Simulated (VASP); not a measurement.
# Mo3N in VASP: notebook, part 2 of 2

VASP 6.6.1. The steps go on from the part before.

### 3 Single point, PBE

INCAR

```
PREC = Accurate ; ENCUT = 520
EDIFF = 1E-6 ; ISMEAR = 0
SIGMA = 0.1 ; LREAL = F
LASPH = T ; NELM = 100
ALGO = Normal ; ISIF = 2
LWAVE = F ; LCHARG = T
LDIPOL = T ; IDIPOL = 3
DIPOL = 0.5 0.5 0.378 ; GGA = PE
LELF = T ; LVHAR = T
LVACPOTAV = T ; NBANDS = 57
```

KPOINTS

```
regular mesh
0
Gamma
  6 6 1
```

POSCAR

```
Mo3N
1.0
    4.4695765303      0.0000000000      0.0000000000
   -2.2347882651      3.8707668194      0.0000000000
    0.0000000000      0.0000000000     20.8595667262
Mo N
6 2
Direct
    0.6666666667      0.3333333333      0.1917585371
    0.3333333333      0.6666666667      0.2354961900
    0.0000000000      0.0000000000      0.2792338429
    0.6666666667      0.3333333333      0.3191171057
    0.3333333333      0.6666666667      0.3580407041
    0.0000000000      0.0000000000      0.3959606081
    0.6666666667      0.3333333333      0.5964600487
    0.6666666667      0.3333333333      0.6493092959
```

Potentials or basis: VASP PAW PBE potentials, release 64 (Mo_sv, N).

Started as:

```console
> cat potpaw_PBE.64/Mo_sv/POTCAR potpaw_PBE.64/N/POTCAR > POTCAR
> mpirun -np 1 vasp_std > vasp.out
```

OUTCAR:

```text
PREC = Accurate
   ENCUT = 520
   EDIFF = 1E-6
   ISMEAR = 0
   LREAL = F
   LASPH = T
   NELM = 100
   ISIF = 2
   GGA = PE

 ion  position               nearest neighbor table
   1  0.667  0.333  0.192-   4 2.66   2 2.74   2 2.74   2 2.74   3 3.16   3 3.16   3 3.16
   2  0.333  0.667  0.235-   5 2.56   3 2.74   1 2.74   1 2.74   3 2.74   3 2.74   1 2.74   4 3.11
                             4 3.11   4 3.11
   3  0.000  0.000  0.279-   6 2.43   4 2.71   4 2.71   4 2.71   2 2.74   2 2.74   2 2.74   5 3.06
                             5 3.06   5 3.06   1 3.16   1 3.16   1 3.16
   4  0.667  0.333  0.319-   1 2.66   5 2.71   5 2.71   5 2.71   3 2.71   3 2.71   3 2.71   6 3.04
                             6 3.04   6 3.04   2 3.11   2 3.11   2 3.11
   5  0.333  0.667  0.358-   2 2.56   6 2.70   6 2.70   6 2.70   4 2.71   4 2.71   4 2.71   3 3.06
                             3 3.06   3 3.06
   6  0.000  0.000  0.396-   3 2.43   5 2.70   5 2.70   5 2.70   4 3.04   4 3.04   4 3.04
   7  0.667  0.333  0.596-   8 1.10
   8  0.667  0.333  0.649-   7 1.10

  LATTYP: Found a hexagonal cell.
 ALAT       =     4.4695765303
 C/A-ratio  =     4.6670118712

  Lattice vectors:

 A1 = (   4.4695765303,   0.0000000000,   0.0000000000)
 A2 = (  -2.2347882651,   3.8707668194,   0.0000000000)
 A3 = (   0.0000000000,   0.0000000000,  20.8595667262)

Analysis of symmetry for initial positions (statically):
=====================================================================
 Subroutine PRICEL returns:
 Original cell was already a primitive cell.

 Routine SETGRP: Setting up the symmetry group for a
 hexagonal supercell.

 Subroutine GETGRP returns: Found  6 space group operations
 (whereof  6 operations were pure point group operations)
 out of a pool of 24 trial point group operations.

The static configuration has the point symmetry C_3v.

Analysis of symmetry for dynamics (positions and initial velocities):
=====================================================================
 Subroutine PRICEL returns:
 Original cell was already a primitive cell.

 Routine SETGRP: Setting up the symmetry group for a
 hexagonal supercell.

 Subroutine GETGRP returns: Found  6 space group operations
 (whereof  6 operations were pure point group operations)
 out of a pool of 24 trial point group operations.

The dynamic configuration has the point symmetry C_3v.

 Subroutine INISYM returns: Found  6 space group operations
 (whereof  6 operations are pure point group operations),
 and found     1 'primitive' translations

----------------------------------------------------------------------------------------

                                     Primitive cell

  volume of cell :     360.8849

  direct lattice vectors                    reciprocal lattice vectors
     4.469576530  0.000000000  0.000000000     0.223734842  0.129173371  0.000000000
    -2.234788265  3.870766819  0.000000000     0.000000000  0.258346743  0.000000000
     0.000000000  0.000000000 20.859566726     0.000000000  0.000000000  0.047939634

  length of vectors
     4.469576530  4.469576530 20.859566726     0.258346743  0.258346743  0.047939634

  position of ions in fractional coordinates (direct lattice)
     0.666666667  0.333333333  0.191758537
     0.333333333  0.666666667  0.235496190
[... 54 lines left out ...]
   number of dos      NEDOS =    301   number of ions     NIONS =      8
   total plane-waves  NPLWV = 207360
   dimension x,y,z NGX =    36 NGY =   36 NGZ =  160
   dimension x,y,z NGXF=    72 NGYF=   72 NGZF=  320
   ions per type =               6   2
   NGX,Y,Z   is equivalent  to a cutoff of  13.39, 13.39, 12.75 a.u.
   NGXF,Y,Z  is equivalent  to a cutoff of  26.78, 26.78, 25.50 a.u.
 SYSTEM =  unknown system
   PREC   = accura    normal or accurate (medium, high low for compatibility)
   ISTART =      0    job   : 0-new  1-cont  2-samecut
   ICHARG =      2    charge: 1-file 2-atom 10-const
   ISPIN  =      1    spin polarized calculation?
   LNONCOLLINEAR =      F non collinear calculations
   LSORBIT =      F    spin-orbit coupling
   LASPH  =      T    aspherical Exc in radial PAW
   ENCUT  =  520.0 eV  38.22 Ry    6.18 a.u.   8.31  8.31 38.78*2*pi/ulx,y,z
   NELM   =    100;   NELMIN=  2; NELMDL= -5     # of ELM steps
   EDIFF  = 0.1E-05   stopping-criterion for ELM
   LREAL  =      F    real-space projection
   EDIFFG = 0.1E-04   stopping-criterion for IOM
   NSW    =      0    number of steps for IOM
   IBRION =     -1    ionic relax: 0-MD 1-quasi-New 2-CG
   NFREE  =      0    steps in history (QN), initial steepest desc. (CG)
   ISIF   =      2    stress and relaxation
   ISYM   =      2    0-nonsym 1-usesym 2-fastsym
   POTIM  = 0.5000    time-step for ionic-motion
   TEBEG  =    0.0;   TEEND  =   0.0 temperature during run
   PSTRESS=    0.0 pullay stress
   NELECT =      94.0000    total number of electrons
   NUPDOWN=      -1.0000    fix difference up-down
   EMIN   =  10.00;   EMAX   =-10.00  energy-range for DOS
   EFERMI =   0.00;   METHOD = LEGACY
   ISMEAR =     0;   SIGMA  =   0.10  broadening in eV -4-tet -1-fermi 0-gaus
   EFERMI_NEDOS =   21; number of points for ismear=-14 and -15
   IALGO  =     38    algorithm
   IMIX   =      4    mixing-type and parameters
     AMIX     =   0.40;   BMIX     =  1.00
     AMIX_MAG =   1.60;   BMIX_MAG =  1.00
  volume/ion in A,a.u.               =      45.11       304.42
  Fermi-wavevector in a.u.,A,eV,Ry     =   1.045509  1.975726 14.872388  1.093090
  Thomas-Fermi vector in A             =   2.180308
   LORBIT       =      0    0 simple, 1 ext, 2 COOP (PROOUT), +10 PAW based schemes
   GGA     = PE    functional components
   LHFCALC =     F    Hartree Fock is set to
   AEXX    =    0.0000 exact exchange contribution
   IVDW    =     0    specifies the selected vdW correction
   LEPSILON=     F    determine dielectric tensor
   LRPA    =     F    only Hartree local field effects (RPA)
 non-spin polarized calculation
 Gauss-broadening in eV      SIGMA  =   0.10
  energy-cutoff  :      520.00
  volume of cell :      360.88
 maximum number of plane-waves:      9745
 NGX is ok and might be reduce to    36
   NGX = 17   NGY = 17   NGZ = 77

 dipolmoment           0.000000      0.000000     -0.007579 electrons x Angstroem

 number of electron      94.0000011 magnetization

 dipolmoment           0.000000      0.000000      0.024045 electrons x Angstroem

 Free energy of the ion-electron system (eV)
  ---------------------------------------------------
  ext. energy  EPLUGINS =         0.00000000
  ---------------------------------------------------
  free energy    TOTEN  =       -75.36658965 eV

  energy without entropy =      -75.31350327  energy(sigma->0) =      -75.34004646

 E-fermi :   1.0032     XC(G=0):  -5.5132

 val. band max:        0.9954055476   @ k =   0.1667   0.1667   0.0000
 cond. band min:       1.0147882418   @ k =   0.3333   0.0000   0.0000
 fundamental gap:      0.0193826942
 Fermi energy:         1.0031953327

 k-point     1 :       0.0000    0.0000    0.0000
  band No.  band energies     occupation
      1     -60.1535      2.00000
      2     -59.9247      2.00000
      3     -59.8752      2.00000
      4     -59.8422      2.00000
      5     -59.7020      2.00000
      6     -59.6321      2.00000
[... 409 lines left out ...]
     56       2.5082      0.00000
     57       2.6251      0.00000

------------------------ aborting loop because EDIFF is reached ----------------------------------------

  FORCE on cell =-STRESS in cart. coord.  units (eV):
  Direction    XX          YY          ZZ          XY          YZ          ZX
  --------------------------------------------------------------------------------------
  -------------------------------------------------------------------------------------
  Total       -5.6520582     -5.6520582     -0.0178659     -0.0000000      0.0000000      0.0000000
  in kB      -25.0927661    -25.0927661     -0.0793169     -0.0000000      0.0000000      0.0000000
  external PRESSURE =     -16.7549497 kB  Pullay stress =       0.0000000 kB

 VOLUME and BASIS-vectors are now :
 -----------------------------------------------------------------------------
  energy-cutoff  :      520.00
  volume of cell :      360.88
      direct lattice vectors                 reciprocal lattice vectors
     4.469576530  0.000000000  0.000000000     0.223734842  0.129173371  0.000000000
    -2.234788265  3.870766819  0.000000000     0.000000000  0.258346743  0.000000000
     0.000000000  0.000000000 20.859566726     0.000000000  0.000000000  0.047939634

 POSITION                                       TOTAL-FORCE (eV/Angst)
 -----------------------------------------------------------------------------------
      2.23479      1.29026      4.00000        -0.000000     -0.000000      1.439276
     -0.00000      2.58051      4.91235        -0.000000      0.000000     -0.261276
      0.00000      0.00000      5.82470         0.000000     -0.000000     -1.372872
      2.23479      1.29026      6.65664        -0.000000     -0.000000     -0.084171
     -0.00000      2.58051      7.46857         0.000000      0.000000      0.085351
      0.00000      0.00000      8.25957         0.000000     -0.000000      0.190723
      2.23479      1.29026     12.44190         0.000000     -0.000000     -1.745660
      2.23479      1.29026     13.54431        -0.000000     -0.000000      1.748629
 -----------------------------------------------------------------------------------
    total drift:                               -0.000000      0.000000      0.000094

  FREE ENERGIE OF THE ION-ELECTRON SYSTEM (eV)
  ---------------------------------------------------
  free  energy   TOTEN  =       -75.3665896494 eV

  energy  without entropy=      -75.3135032678  energy(sigma->0) =      -75.34004646

 vacuum level on the upper side and lower side of the slab         4.895         4.642
```

It took 4 min on 1 thread of Intel Xeon 6975P-C (Granite Rapids), shared host; peak memory 0.51 GiB.

What came out:

```
Free energy            : -75.3666 eV
Largest force          : 1.749 eV/Å
Band gap on the k mesh : zero (bands 47 and 48 overlap by 0.11 eV)
```

Forces in eV/Å, atoms in the order of the input:
```
Mo   0.000  0.000  1.439
Mo   0.000  0.000 -0.261
Mo   0.000  0.000 -1.373
Mo   0.000  0.000 -0.084
Mo   0.000  0.000  0.085
Mo   0.000  0.000  0.191
N    0.000  0.000 -1.746
N    0.000  0.000  1.749
```

Levels at points of the mesh, in eV from the Fermi level:
```csv
k point,band 43,band 44,band 45,band 46,band 47,band 48,band 49,band 50,band 51,band 52
"(0.00, 0.00, 0.00)",-1.23,-1.23,-1.21,-1.21,-1.00,-0.07,1.14,1.14,1.26,1.26
"(0.50, 0.00, 0.00)",-1.44,-1.27,-0.65,-0.36,0.03,0.06,0.21,0.70,1.18,1.37
```

Caveat: the standard files for N, O and F lose accuracy on very short bonds.

### 4 Single point, PBE

INCAR

```
PREC = Accurate
ENCUT = 520
EDIFF = 1E-7
ISMEAR = 0
SIGMA = 0.1
LREAL = False
LASPH = True
NELM = 60
ALGO = Normal
ISIF = 2
LWAVE = False
LCHARG = True
LDIPOL = True
IDIPOL = 3
DIPOL = 0.5 0.5 0.355
GGA = PE
LELF = True
LVHAR = True
LVACPOTAV = True
NBANDS = 57
```

KPOINTS

```
Automatic mesh
0
Gamma
  6 6 1
```

Changes to POSCAR since step 3:

```diff
@@ -14,3 +14,3 @@
     0.0000000000      0.0000000000      0.3959606081
-    0.6666666667      0.3333333333      0.5964600487
-    0.6666666667      0.3333333333      0.6493092959
+    0.0000000000      0.0000000000      0.5038607152
+    0.0000000000      0.0000000000      0.5573803478
```

Started as:

```console
> cat potpaw_PBE.64/Mo_sv/POTCAR potpaw_PBE.64/N/POTCAR > POTCAR
> mpirun -np 1 vasp_std > vasp.out
```

Run time: 4.3 min. Hardware: 1 thread of Intel Xeon 6975P-C (Granite Rapids), shared host; peak memory 0.49 GiB.

The run converged. Its results:

| Property | Result |
| --- | --- |
| Free energy | -75.7168 eV |
| Largest force | 2.544 eV/Å |
| Band gap on the k mesh | 0.08 eV (least direct gap 0.10 eV) |

Forces on the atoms (eV/Å):
```
Mo   0.000  0.000  1.399
Mo   0.000  0.000 -0.002
Mo   0.000  0.000 -2.544
Mo   0.000  0.000 -0.533
Mo   0.000  0.000  0.351
Mo   0.000  0.000  1.327
N    0.000  0.000 -1.453
N    0.000  0.000  1.455
```

Levels at points of the mesh, in eV from the valence-band top:
```
           k point  band 45  band 46  band 47  band 48  band 49  band 50
(0.00, 0.00, 0.00)    -1.18    -1.18    -0.64     0.26     0.70     0.70
(0.50, 0.00, 0.00)    -0.63    -0.37    -0.01     0.08     0.22     0.58
```

Caveat: the standard files for N, O and F lose accuracy on very short bonds.

### 5 Overview

| cell | gap on the mesh (eV) | largest force (eV/Å) |
| --- | --- | --- |
| as given, atomic positions A | - | 1.99 |
| as given, atomic positions B | none | 1.75 |
| as given, atomic positions C | 0.08 | 2.54 |

Alike in all rows: task single point; level PBE; potentials or basis VASP PAW PBE potentials, release 64 (Mo_sv, N); no spin polarisation; k mesh 6 × 6 × 1; cutoff (eV) 520; smearing gaussian 0.1 eV.

Caveats: the standard files for N, O and F lose accuracy on very short bonds.

Absolute energies hang on the potentials; compare differences alone.
